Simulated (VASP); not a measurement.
# Sb (Fd-3m) in VASP: notebook

Sb is run at these levels: BLYP; tasks: single point.

All numbers are computed with VASP 6.6.1; they aren't measurements. Logs are shortened: lines on timing, memory, paths and dates and some standing lists are left out, and cuts for length are marked.

### Step 1. The cell of the first run

It takes space group Fd-3m (No. 227, cubic). Conventional cell: a = 7.255 Å, b = 7.255 Å, c = 7.255 Å, α = 90.00°, β = 90.00°, γ = 90.00°. Within 4.1 Å of Sb (site symmetry -43m) lie 4 Sb at 3.14 Å.

### Step 2. Single point, BLYP (volume scaled by 1.04)

File INCAR:

```
AGGAC = 1.0
AGGAX = 1.0
ALDAC = 0.0
ALDAX = 1.0
ALGO = Normal
EDIFF = 1E-6
ENCUT = 520
GGA = B5
ISIF = 2
ISMEAR = -1
LASPH = T
LCHARG = T
LELF = T
LREAL = F
LVHAR = T
LWAVE = F
NBANDS = 12
NELM = 80
PREC = Accurate
SIGMA = 0.1
```

File KPOINTS:

```
k-points
0
Gamma
  9 9 9
```

File POSCAR:

```
Sb
1.0
    0.0000000000      3.6273309393      3.6273309393
    3.6273309393      0.0000000000      3.6273309393
    3.6273309393      3.6273309393      0.0000000000
Sb
2
Direct
    0.1250000000      0.1250000000      0.1250000000
    0.8750000000      0.8750000000      0.8750000000
```

Potentials or basis: VASP PAW PBE potentials, release 64 (Sb).

Run with:

```bash
$ cat potpaw_PBE.64/Sb/POTCAR > POTCAR
$ mpirun -np 1 vasp_std > vasp.out
```

OUTCAR:

```text
EDIFF = 1E-6
   ENCUT = 520
   GGA = B5
   ISIF = 2
   ISMEAR = -1
   LASPH = T
   LREAL = F
   NELM = 80
   PREC = Accurate

 ion  position               nearest neighbor table
   1  0.125  0.125  0.125-   2 3.14   2 3.14   2 3.14   2 3.14
   2  0.875  0.875  0.875-   1 3.14   1 3.14   1 3.14   1 3.14

  LATTYP: Found a face centered cubic cell.
 ALAT       =     7.2546618786

  Lattice vectors:

 A1 = (   0.0000000000,   3.6273309393,   3.6273309393)
 A2 = (   3.6273309393,   0.0000000000,   3.6273309393)
 A3 = (   3.6273309393,   3.6273309393,   0.0000000000)

Analysis of symmetry for initial positions (statically):
=====================================================================
 Subroutine PRICEL returns:
 Original cell was already a primitive cell.

 Routine SETGRP: Setting up the symmetry group for a
 face centered cubic supercell.

 Subroutine GETGRP returns: Found 48 space group operations
 (whereof 12 operations were pure point group operations)
 out of a pool of 48 trial point group operations.

The static configuration has the point symmetry D_3d.
 The point group associated with its full space group is O_h .

Analysis of symmetry for dynamics (positions and initial velocities):
=====================================================================
 Subroutine PRICEL returns:
 Original cell was already a primitive cell.

 Routine SETGRP: Setting up the symmetry group for a
 face centered cubic supercell.

 Subroutine GETGRP returns: Found 48 space group operations
 (whereof 12 operations were pure point group operations)
 out of a pool of 48 trial point group operations.

The dynamic configuration has the point symmetry D_3d.
 The point group associated with its full space group is O_h .

 Subroutine INISYM returns: Found 48 space group operations
 (whereof 12 operations are pure point group operations),
 and found     1 'primitive' translations

----------------------------------------------------------------------------------------

                                     Primitive cell

  volume of cell :      95.4534

  direct lattice vectors                    reciprocal lattice vectors
     0.000000000  3.627330939  3.627330939    -0.137842399  0.137842399  0.137842399
     3.627330939  0.000000000  3.627330939     0.137842399 -0.137842399  0.137842399
     3.627330939  3.627330939  0.000000000     0.137842399  0.137842399 -0.137842399

[... 90 lines left out ...]
   ISYM   =      2    0-nonsym 1-usesym 2-fastsym
   POTIM  = 0.5000    time-step for ionic-motion
   TEBEG  =    0.0;   TEEND  =   0.0 temperature during run
   PSTRESS=    0.0 pullay stress
   NELECT =      10.0000    total number of electrons
   NUPDOWN=      -1.0000    fix difference up-down
   EMIN   =  10.00;   EMAX   =-10.00  energy-range for DOS
   EFERMI =   0.00;   METHOD = LEGACY
   ISMEAR =    -1;   SIGMA  =   0.10  broadening in eV -4-tet -1-fermi 0-gaus
   EFERMI_NEDOS =   21; number of points for ismear=-14 and -15
   IALGO  =     38    algorithm
   IMIX   =      4    mixing-type and parameters
     AMIX     =   0.40;   BMIX     =  1.00
     AMIX_MAG =   1.60;   BMIX_MAG =  1.00
  volume/ion in A,a.u.               =      47.73       322.08
  Fermi-wavevector in a.u.,A,eV,Ry     =   0.771752  1.458399  8.103641  0.595601
  Thomas-Fermi vector in A             =   1.873237
   LORBIT       =      0    0 simple, 1 ext, 2 COOP (PROOUT), +10 PAW based schemes
   GGA     = B5    functional components
   LHFCALC =     F    Hartree Fock is set to
   AEXX    =    0.0000 exact exchange contribution
   IVDW    =     0    specifies the selected vdW correction
   LEPSILON=     F    determine dielectric tensor
   LRPA    =     F    only Hartree local field effects (RPA)
 non-spin polarized calculation
  energy-cutoff  :      520.00
  volume of cell :       95.45
 maximum number of plane-waves:      2637
 NGX is ok and might be reduce to    40
   NGX = 19   NGY = 19   NGZ = 19

 number of electron      10.0000000 magnetization

 Free energy of the ion-electron system (eV)
  ---------------------------------------------------
  ext. energy  EPLUGINS =         0.00000000
  ---------------------------------------------------
  free energy    TOTEN  =        -6.54715404 eV

  energy without entropy =       -6.50563757  energy(sigma->0) =       -6.52639581

 E-fermi :   3.3138     XC(G=0):  -6.8832

 val. band max:        3.2573330160   @ k =  -0.4444   0.4444   0.1111
 cond. band min:       3.3295301680   @ k =  -0.4444   0.4444   0.0000
 fundamental gap:      0.0721971520
 Fermi energy:         3.3137838368

 k-point     1 :       0.0000    0.0000    0.0000
  band No.  band energies     occupation
      1      -7.5309      2.00000
      2      -2.6168      2.00000
      3       1.7728      2.00000
      4       1.7728      2.00000
      5       1.7728      2.00000
      6       3.8921      0.00614
      7       3.8921      0.00614
      8       3.8921      0.00614
      9       7.4883      0.00000
     10       9.7404      0.00000
     11       9.7404      0.00000
     12      10.9414      0.00000
[... 331 lines left out ...]
 k-point    24 :       0.4444    0.4444    0.0000
  band No.  band energies     occupation
      1      -6.0613      2.00000
      2      -5.3116      2.00000
      3       0.4194      2.00000
      4       0.4194      2.00000
      5       2.9846      1.92831
      6       3.0211      1.89832
      7       6.7808      0.00000
      8       6.7808      0.00000
      9       8.7068      0.00000
     10       9.7857      0.00000
     11      11.5907      0.00000
     12      11.5908      0.00000

 [... further k-points ...]

------------------------ aborting loop because EDIFF is reached ----------------------------------------

  FORCE on cell =-STRESS in cart. coord.  units (eV):
  Direction    XX          YY          ZZ          XY          YZ          ZX
  --------------------------------------------------------------------------------------
  -------------------------------------------------------------------------------------
  Total       -0.5323709     -0.5323709     -0.5323709     -0.0000000     -0.0000000      0.0000000
  in kB       -8.9357976     -8.9357976     -8.9357976     -0.0000000     -0.0000000      0.0000000
  external PRESSURE =      -8.9357976 kB  Pullay stress =       0.0000000 kB

 VOLUME and BASIS-vectors are now :
 -----------------------------------------------------------------------------
  energy-cutoff  :      520.00
  volume of cell :       95.45
      direct lattice vectors                 reciprocal lattice vectors
     0.000000000  3.627330939  3.627330939    -0.137842399  0.137842399  0.137842399
     3.627330939  0.000000000  3.627330939     0.137842399 -0.137842399  0.137842399
     3.627330939  3.627330939  0.000000000     0.137842399  0.137842399 -0.137842399

 POSITION                                       TOTAL-FORCE (eV/Angst)
 -----------------------------------------------------------------------------------
      0.90683      0.90683      0.90683         0.000000      0.000000      0.000000
      6.34783      6.34783      6.34783        -0.000000     -0.000000     -0.000000
 -----------------------------------------------------------------------------------
    total drift:                                0.000000     -0.000000     -0.000000

  FREE ENERGIE OF THE ION-ELECTRON SYSTEM (eV)
  ---------------------------------------------------
  free  energy   TOTEN  =        -6.5471540448 eV

  energy  without entropy=       -6.5056375680  energy(sigma->0) =       -6.52639581
```

OSZICAR:

```text
N       E                     dE             d eps       ncg     rms          rms(c)
DAV:   1     0.330783332675E+02    0.33078E+02   -0.32277E+03   840   0.618E+02
DAV:   2    -0.440648027017E+01   -0.37485E+02   -0.36311E+02  1120   0.963E+01
DAV:   3    -0.653826990582E+01   -0.21318E+01   -0.21191E+01  1084   0.254E+01
DAV:   4    -0.656799552467E+01   -0.29726E-01   -0.29720E-01   932   0.360E+00
DAV:   5    -0.656875867653E+01   -0.76315E-03   -0.76315E-03  1064   0.627E-01    0.203E+00
DAV:   6    -0.655437394441E+01    0.14385E-01   -0.87044E-03   884   0.503E-01    0.121E+00
DAV:   7    -0.654676158018E+01    0.76124E-02   -0.21364E-02   884   0.755E-01    0.824E-02
DAV:   8    -0.654711673193E+01   -0.35515E-03   -0.81420E-04   868   0.176E-01    0.145E-02
DAV:   9    -0.654714749073E+01   -0.30759E-04   -0.36017E-05  1028   0.411E-02    0.706E-03
DAV:  10    -0.654715385903E+01   -0.63683E-05   -0.69578E-06   864   0.152E-02    0.327E-03
DAV:  11    -0.654715404476E+01   -0.18573E-06   -0.13624E-07   708   0.252E-03
   1 F= -.65471540E+01 E0= -.65263958E+01  d E =-.415165E-01
```

stdout:

```text
POSCAR found type information on POSCAR Sb
 POSCAR found :  1 types and       2 ions
 scaLAPACK will be used
 -----------------------------------------------------------------------------
|                                                                             |
|                                                                             |
|     You enforced a specific xc type in the INCAR file but a different       |
|     I HOPE YOU KNOW WHAT YOU ARE DOING!                                     |
|                                                                             |
 -----------------------------------------------------------------------------

 LDA part: xc-table for (Slater(with rela. corr.)+VWN5), standard interpolation
 POSCAR, INCAR and KPOINTS ok, starting setup
 FFT: planning ... GRIDC
 FFT: planning ... GRID_SOFT
 FFT: planning ... GRID
 WAVECAR not read
 entering main loop
```

It took 80 s on 1 thread of AMD EPYC 7R13, shared host; peak memory 0.21 GiB.

What came out:

```yaml
Free_energy: -6.5472 eV
Pressure: -0.9 GPa
Band_gap_on_the_k_mesh: zero (band 5 reaches 3.55 eV, above the bottom of band 6 at 3.02 eV)
```

Caveat: the PAW data sets were made with another functional, which shifts forces and pressure a little; spin-orbit coupling is left out, which moves the levels of the heavy elements.

### Step 3. Single point, BLYP (volume scaled by 1.08)

File INCAR:

```
PREC = Accurate ; ENCUT = 520
EDIFF = 1E-6 ; ISMEAR = -1
SIGMA = 0.1 ; LREAL = False
LASPH = True ; NELM = 100
ALGO = Normal ; ISIF = 2
LWAVE = False ; LCHARG = False
GGA = B5 ; ALDAX = 1.0
AGGAX = 1.0 ; AGGAC = 1.0
ALDAC = 0.0 ; NBANDS = 12
```

File KPOINTS:

```
regular mesh
0
Gamma
  9 9 9
```

File POSCAR:

```
Sb
1.0
    0.0000000000      3.6732513956      3.6732513956
    3.6732513956      0.0000000000      3.6732513956
    3.6732513956      3.6732513956      0.0000000000
Sb
2
Direct
    0.1250000000      0.1250000000      0.1250000000
    0.8750000000      0.8750000000      0.8750000000
```

Potentials or basis: VASP PAW PBE potentials, release 64 (Sb).

Run with:

```bash
$ cat potpaw_PBE.64/Sb/POTCAR > POTCAR
$ mpirun -np 1 vasp_std > vasp.out
```

OUTCAR:

```text
PREC = Accurate
   ENCUT = 520
   EDIFF = 1E-6
   ISMEAR = -1
   LREAL = False
   LASPH = True
   NELM = 100
   ISIF = 2
   GGA = B5

 ion  position               nearest neighbor table
   1  0.125  0.125  0.125-   2 3.18   2 3.18   2 3.18   2 3.18
   2  0.875  0.875  0.875-   1 3.18   1 3.18   1 3.18   1 3.18

  LATTYP: Found a face centered cubic cell.
 ALAT       =     7.3465027912

  Lattice vectors:

 A1 = (   0.0000000000,   3.6732513956,   3.6732513956)
 A2 = (   3.6732513956,   0.0000000000,   3.6732513956)
 A3 = (   3.6732513956,   3.6732513956,   0.0000000000)

Analysis of symmetry for initial positions (statically):
=====================================================================
 Subroutine PRICEL returns:
 Original cell was already a primitive cell.

 Routine SETGRP: Setting up the symmetry group for a
 face centered cubic supercell.

 Subroutine GETGRP returns: Found 48 space group operations
 (whereof 12 operations were pure point group operations)
 out of a pool of 48 trial point group operations.

The static configuration has the point symmetry D_3d.
 The point group associated with its full space group is O_h .

[... 167 lines left out ...]
 Fermi energy:         3.0063926087

 k-point     1 :       0.0000    0.0000    0.0000
  band No.  band energies     occupation
      1      -7.6551      2.00000
      2      -3.0612      2.00000
      3       1.5277      2.00000
      4       1.5277      2.00000
      5       1.5277      2.00000
      6       3.5991      0.00532
      7       3.5991      0.00532
      8       3.5991      0.00532
      9       7.1720      0.00000
     10       9.4200      0.00000
     11       9.4200      0.00000
     12      10.6149      0.00000
[... 331 lines left out ...]
 k-point    24 :       0.4444    0.4444    0.0000
  band No.  band energies     occupation
      1      -6.2603      2.00000
      2      -5.5520      2.00000
      3       0.2390      2.00000
      4       0.2390      2.00000
      5       2.7112      1.90066
      6       2.7246      1.88732
      7       6.3261      0.00000
      8       6.3261      0.00000
      9       8.3395      0.00000
     10       9.3630      0.00000
     11      11.2114      0.00000
     12      11.2124      0.00000

 [... further k-points ...]
[... 5 lines left out ...]
  --------------------------------------------------------------------------------------
  -------------------------------------------------------------------------------------
  Total       -1.0516313     -1.0516313     -1.0516313     -0.0000000     -0.0000000      0.0000000
  in kB      -16.9977770    -16.9977770    -16.9977770     -0.0000000     -0.0000000      0.0000000
  external PRESSURE =     -16.9977770 kB  Pullay stress =       0.0000000 kB

 VOLUME and BASIS-vectors are now :
 -----------------------------------------------------------------------------
  energy-cutoff  :      520.00
  volume of cell :       99.12
      direct lattice vectors                 reciprocal lattice vectors
     0.000000000  3.673251396  3.673251396    -0.136119189  0.136119189  0.136119189
     3.673251396  0.000000000  3.673251396     0.136119189 -0.136119189  0.136119189
     3.673251396  3.673251396  0.000000000     0.136119189  0.136119189 -0.136119189

 POSITION                                       TOTAL-FORCE (eV/Angst)
 -----------------------------------------------------------------------------------
      0.91831      0.91831      0.91831        -0.000000     -0.000000     -0.000000
      6.42819      6.42819      6.42819         0.000000      0.000000      0.000000
 -----------------------------------------------------------------------------------
    total drift:                                0.000000     -0.000000     -0.000000

  FREE ENERGIE OF THE ION-ELECTRON SYSTEM (eV)
  ---------------------------------------------------
  free  energy   TOTEN  =        -6.5172045690 eV

  energy  without entropy=       -6.4767318985  energy(sigma->0) =       -6.49696823
```

stdout:

```text
POSCAR found type information on POSCAR Sb
 POSCAR found :  1 types and       2 ions
 scaLAPACK will be used
 -----------------------------------------------------------------------------
|                                                                             |
|                                                                             |
|     You enforced a specific xc type in the INCAR file but a different       |
|     I HOPE YOU KNOW WHAT YOU ARE DOING!                                     |
|                                                                             |
 -----------------------------------------------------------------------------

 LDA part: xc-table for (Slater(with rela. corr.)+VWN5), standard interpolation
 POSCAR, INCAR and KPOINTS ok, starting setup
 FFT: planning ... GRIDC
 FFT: planning ... GRID_SOFT
 FFT: planning ... GRID
 WAVECAR not read
 entering main loop
```

Wall time 86 s (1 thread of AMD EPYC 7R13, shared host); peak memory 0.21 GiB.

Results:

```
Free energy            : -6.5172 eV
Pressure               : -1.7 GPa
Band gap on the k mesh : zero (band 5 reaches 3.20 eV, above the bottom of band 6 at 2.72 eV)
```

Levels at points of the mesh, in eV from the Fermi level:
```csv
k point,band 1,band 2,band 3,band 4,band 5,band 6,band 7,band 8,band 9,band 10
"(0.00, 0.00, 0.00)",-10.66,-6.07,-1.48,-1.48,-1.48,0.59,0.59,0.59,4.17,6.41
```

Caveat: the PAW data sets were made with another functional, which shifts forces and pressure a little; spin-orbit coupling is left out, which moves the levels of the heavy elements.

(Continued in part 2 of 2.)
